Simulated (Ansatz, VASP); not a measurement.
## NaMo in VASP and in Ansatz

INCAR

```
ALGO = Fast ; EDIFF = 1E-6
EDIFFG = -0.01 ; ENCUT = 600
GGA = PE ; IBRION = 2
ISIF = 3 ; ISMEAR = 0
LASPH = True ; LCHARG = False
LREAL = False ; LWAVE = False
NELM = 60 ; NSW = 100
PREC = Accurate ; SIGMA = 0.1
```

The input KPOINTS:

```
k-points
0
Gamma
  18 18 14
```

POSCAR

```
NaMo
1.0
    3.0473915186      0.0000000000      0.0000000000
    0.0000000000      3.0473915186      0.0000000000
    0.0000000000      0.0000000000      3.9942595976
Na Mo
1 1
Direct
    0.5000000000      0.5000000000      0.5000000000
    0.0000000000      0.0000000000      0.0000000000
```

Input for Ansatz:

```yaml
crystal:
  lattice:
    - [3.0473915186, 0.0, 0.0]
    - [0.0, 3.0473915186, 0.0]
    - [0.0, 0.0, 3.9942595976]
  atoms:
    - { symbol: Na, position: [0.5, 0.5, 0.5] }
    - { symbol: Mo, position: [0.0, 0.0, 0.0] }
basis:
  ecutwfc: 420
kpoints:
  mp_grid: { grid: [18, 18, 14] }
hamiltonian:
  xc: pbe
scf:
  occupations: { method: gaussian, width: 0.1 }
output:
  forces: true
  stress: true
  eigenvalues: true
relax:
  adjacent_minimum: "off"
  f_tol: 0.01
  max_steps: 80
  cell: { stress_tol: 0.05 }
```

Alike in both runs: task relaxation of cell and atoms; functional PBE; k mesh 18 × 18 × 14; occupations gaussian, width 0.1 eV; no spin polarisation.

|  | VASP | Ansatz |
| --- | --- | --- |
| version | VASP 6.6.1 | Ansatz 0.2.0 |
| potentials or method | VASP PAW PBE potentials, release 64 (Na_pv, Mo_sv), cutoff 600 eV | scalar-relativistic, plane waves, PAW |
| valence electrons in the cell | 21 | 23 |

```csv
,VASP,Ansatz,Ansatz less VASP
"gap on the k mesh at the Fermi level, each at its own relaxed structure (eV)",none,none,-
relaxed volume (Å³/atom),18.85,18.86,+0.015
relaxed cell length with the largest relative difference (Å),5.573,5.586,+0.0133
```

A gap of «none» marks a metal or a gap that the smearing closes. VASP's potentials hold 21 valence electrons a cell and Ansatz's 23, so a difference there can come from the potentials and not from the codes.
